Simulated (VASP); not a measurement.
# TiAl (Pm-3m) in VASP: settings compared, part 3 of 3

VASP 6.6.1.

## (5) Single point, LDA (volume scaled by 1.02)

Contents of INCAR:

```
  ALGO = Normal
  EDIFF = 1E-6
  ENCUT = 520
  ISIF = 2
  ISMEAR = -1
  LASPH = T
  LCHARG = T
  LELF = T
  LREAL = F
  LVHAR = T
  LWAVE = F
  NBANDS = 14
  NELM = 60
  PREC = Accurate
  SIGMA = 0.05
```

Contents of KPOINTS:

```
k-points
0
Gamma
  8 8 8
```

Contents of POSCAR:

```
TiAl
1.0
    3.2001180175      0.0000000000      0.0000000000
    0.0000000000      3.2001180175      0.0000000000
    0.0000000000      0.0000000000      3.2001180175
Ti Al
1 1
Direct
    0.0000000000      0.0000000000      0.0000000000
    0.5000000000      0.5000000000      0.5000000000
```

On the command line:

```bash
$ cat potpaw_LDA.64/Ti_sv/POTCAR potpaw_LDA.64/Al/POTCAR > POTCAR
$ mpirun -np 1 vasp_std > vasp.out
```

It took 3.7 s on 1 thread of Intel Xeon 6975P-C (Granite Rapids), shared host; peak memory 0.13 GiB.

It converged, with:

| Item | Value |
| --- | --- |
| Free energy | -13.2480 eV |
| Pressure | -7.6 GPa |

Levels at points of the mesh, in eV from the Fermi level:
| k point | band 5 | band 6 | band 7 | band 8 | band 9 | band 10 |
| --- | --- | --- | --- | --- | --- | --- |
| (0.00, 0.00, 0.00) | -9.11 | -1.37 | -1.37 | 1.71 | 1.71 | 1.71 |
| (0.50, 0.00, 0.00) | -5.94 | -5.06 | -0.52 | 0.10 | 0.10 | 1.90 |
| (0.50, 0.50, 0.00) | -4.95 | -2.01 | -2.01 | -1.41 | 0.65 | 0.65 |
| (0.50, 0.50, 0.50) | -3.01 | -3.01 | -3.01 | 0.45 | 2.73 | 2.73 |

## (6) Single point, LDA (volume scaled by 1.04)

Contents of INCAR:

```
PREC     = Accurate       # precision mode
ENCUT    = 520            # plane-wave cutoff, eV
EDIFF    = 1E-6           # SCF threshold, eV
ISMEAR   = -1             # smearing method
SIGMA    = 0.05           # smearing width, eV
LREAL    = False          # projectors in reciprocal space
LASPH    = True           # aspherical terms in the spheres
NELM     = 80             # most SCF steps
ALGO     = Normal         # electronic algorithm
ISIF     = 2              # what is computed and relaxed
LWAVE    = False          # write WAVECAR
LCHARG   = True           # write CHGCAR
GGA      = CA             # functional
LELF     = True           # ELF
LVHAR    = True         
NBANDS   = 14             # bands
```

Contents of KPOINTS:

```
regular mesh
0
Gamma
  8 8 8
```

Contents of POSCAR:

```
TiAl
1.0
    3.2208985869      0.0000000000      0.0000000000
    0.0000000000      3.2208985869      0.0000000000
    0.0000000000      0.0000000000      3.2208985869
Ti Al
1 1
Direct
    0.0000000000      0.0000000000      0.0000000000
    0.5000000000      0.5000000000      0.5000000000
```

Potentials or basis: VASP PAW LDA potentials, release 64 (Ti_sv, Al).

On the command line:

```bash
$ cat potpaw_LDA.64/Ti_sv/POTCAR potpaw_LDA.64/Al/POTCAR > POTCAR
$ mpirun -np 1 vasp_std > vasp.out
```

OUTCAR:

```text
PREC = Accurate
   ENCUT = 520
   EDIFF = 1E-6
   ISMEAR = -1
   LREAL = False
   LASPH = True
   NELM = 80
   ISIF = 2
   GGA = CA

 ion  position               nearest neighbor table
   1  0.000  0.000  0.000-   2 2.79   2 2.79   2 2.79   2 2.79   2 2.79   2 2.79   2 2.79   2 2.79

   2  0.500  0.500  0.500-   1 2.79   1 2.79   1 2.79   1 2.79   1 2.79   1 2.79   1 2.79   1 2.79

  LATTYP: Found a simple cubic cell.
 ALAT       =     3.2208985869

  Lattice vectors:

 A1 = (   3.2208985869,   0.0000000000,   0.0000000000)
 A2 = (   0.0000000000,   3.2208985869,   0.0000000000)
 A3 = (   0.0000000000,   0.0000000000,   3.2208985869)

Analysis of symmetry for initial positions (statically):
=====================================================================
 Subroutine PRICEL returns:
 Original cell was already a primitive cell.

 Routine SETGRP: Setting up the symmetry group for a
 simple cubic supercell.

 Subroutine GETGRP returns: Found 48 space group operations
 (whereof 48 operations were pure point group operations)
 out of a pool of 48 trial point group operations.

The static configuration has the point symmetry O_h .
[... 166 lines left out ...]
 Fermi energy:         8.1156639683

 k-point     1 :       0.0000    0.0000    0.0000
  band No.  band energies     occupation
      1     -48.1517      2.00000
      2     -24.7393      2.00000
      3     -24.7393      2.00000
      4     -24.7393      2.00000
      5      -0.9070      2.00000
      6       6.7917      2.00000
      7       6.7917      2.00000
      8       9.7787      0.00000
      9       9.7787      0.00000
     10       9.7787      0.00000
     11      12.3511      0.00000
     12      12.3511      0.00000
     13      12.3511      0.00000
     14      16.8063      0.00000
[... 377 lines left out ...]
      1     -48.1258      2.00000
      2     -24.8711      2.00000
      3     -24.8471      2.00000
      4     -24.7352      2.00000
      5       3.1747      2.00000
      6       5.2289      2.00000
      7       6.2477      2.00000
      8       7.5814      1.99995
      9       8.9509      0.00000
     10       8.9722      0.00000
     11      10.8196      0.00000
     12      12.4383      0.00000
     13      12.9940      0.00000
     14      15.2395      0.00000

 [... further k-points ...]
[... 5 lines left out ...]
  --------------------------------------------------------------------------------------
  -------------------------------------------------------------------------------------
  Total       -1.9596766     -1.9596766     -1.9596766     -0.0000000      0.0000000     -0.0000000
  in kB      -93.9645061    -93.9645061    -93.9645061     -0.0000000      0.0000000     -0.0000000
  external PRESSURE =     -93.9645061 kB  Pullay stress =       0.0000000 kB

 VOLUME and BASIS-vectors are now :
 -----------------------------------------------------------------------------
  energy-cutoff  :      520.00
  volume of cell :       33.41
      direct lattice vectors                 reciprocal lattice vectors
     3.220898587  0.000000000  0.000000000     0.310472364  0.000000000  0.000000000
     0.000000000  3.220898587  0.000000000     0.000000000  0.310472364  0.000000000
     0.000000000  0.000000000  3.220898587     0.000000000  0.000000000  0.310472364

 POSITION                                       TOTAL-FORCE (eV/Angst)
 -----------------------------------------------------------------------------------
      0.00000      0.00000      0.00000         0.000000      0.000000      0.000000
      1.61045      1.61045      1.61045         0.000000      0.000000      0.000000
 -----------------------------------------------------------------------------------
    total drift:                                0.000000      0.000000      0.000000

  FREE ENERGIE OF THE ION-ELECTRON SYSTEM (eV)
  ---------------------------------------------------
  free  energy   TOTEN  =       -13.2140947171 eV

  energy  without entropy=      -13.1886013283  energy(sigma->0) =      -13.20134802
```

stdout:

```text
POSCAR found type information on POSCAR TiAl
 POSCAR found :  2 types and       2 ions
 scaLAPACK will be used
 LDA part: xc-table for (Slater(with rela. corr.)+CA(PZ))
 , standard interpolation
 POSCAR, INCAR and KPOINTS ok, starting setup
 FFT: planning ... GRIDC
 FFT: planning ... GRID_SOFT
 FFT: planning ... GRID
 WAVECAR not read
 entering main loop
```

It took 3.8 s on 1 thread of Intel Xeon 6975P-C (Granite Rapids), shared host; peak memory 0.13 GiB.

Results:

| Quantity | Value |
| --- | --- |
| Free energy | -13.2141 eV |
| Pressure | -9.4 GPa |

## (7) Summary

| level | potentials or basis | cell | gap on the mesh (eV) | pressure (GPa) |
| --- | --- | --- | --- | --- |
| PBEsol | VASP PAW PBE potentials, release 64 (Ti_sv, Al) | a = 3.136 Å, 2 atoms | none | 2.5 |
| PBEsol | VASP PAW PBE potentials, release 64 (Ti_sv, Al) | a = 3.158 Å, 2 atoms | none | -0.1 |
| LDA | VASP PAW LDA potentials, release 64 (Ti_sv, Al) | a = 3.179 Å, 2 atoms | none | -5.7 |
| LDA | VASP PAW LDA potentials, release 64 (Ti_sv, Al) | a = 3.200 Å, 2 atoms | none | -7.6 |
| LDA | VASP PAW LDA potentials, release 64 (Ti_sv, Al) | a = 3.221 Å, 2 atoms | none | -9.4 |

Alike in all rows: task single point; no spin polarisation; k mesh 8 × 8 × 8; cutoff (eV) 520; smearing fermi-dirac 0.05 eV.

Caveats: the PAW data sets were made with another functional, which shifts forces and pressure a little (some runs).

Total energies depend on the potentials used, so only differences within one code and one set of settings carry meaning.
